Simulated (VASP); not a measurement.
Write the native input for VASP 6.6.1 that does the following.

```
Task                   : single point
Functional             : PBE
Potentials or basis    : VASP PAW PBE potentials, release 64 (Be, Ir)
Cutoff                 : 520 eV
k mesh                 : 6 × 6 × 6
Occupations            : gaussian, width 0.1 eV
Spin                   : no spin polarisation
Dipole correction      : no
Further INCAR settings : ALGO = Normal; EDIFF = 1e-06; NBANDS = 14
```

The structure of Be2Ir lies in POSCAR:

```
Be2Ir
1.0
    3.0602269886      0.0000000000      0.0000000000
   -1.5301134943      2.6502343135      0.0000000000
    0.0000000000      0.0000000000      3.3042317983
Be Ir
2 1
Direct
    0.3333333333      0.6666666667      0.5000000000
    0.6666666667      0.3333333333      0.5000000000
    0.0000000000      0.0000000000      0.0000000000
```

These files were run (other wordings do the same):

INCAR

```
SYSTEM = Be2Ir
PREC = Accurate
ENCUT = 520
EDIFF = 1E-6
ISMEAR = 0
SIGMA = 0.1
LREAL = .FALSE.
LASPH = .TRUE.
NELM = 80
ALGO = Normal
ISIF = 2
LWAVE = .FALSE.
LCHARG = .FALSE.
GGA = PE
NBANDS = 14
```

KPOINTS

```
regular mesh
0
G
  6 6 6
  0 0 0
```

Potentials or basis: VASP PAW PBE potentials, release 64 (Be, Ir).

Command:

```bash
$ cat potpaw_PBE.64/Be/POTCAR potpaw_PBE.64/Ir/POTCAR > POTCAR
$ mpirun -np 1 vasp_std > vasp.out
```

It gave:

```json
{"Pressure": "31.2 GPa", "Band gap on the k mesh": "zero (an odd number of electrons rules out a gap without spin polarisation)"}
```

Caveat: the k points lie up to 0.40 Å⁻¹ apart, too coarse for converged energies and pressures of a metal; spin-orbit coupling is left out, which moves the levels of the heavy elements.

Run time: 13 s on 1 thread of Intel Xeon 8259CL (shared host), peak memory 0.15 GiB.
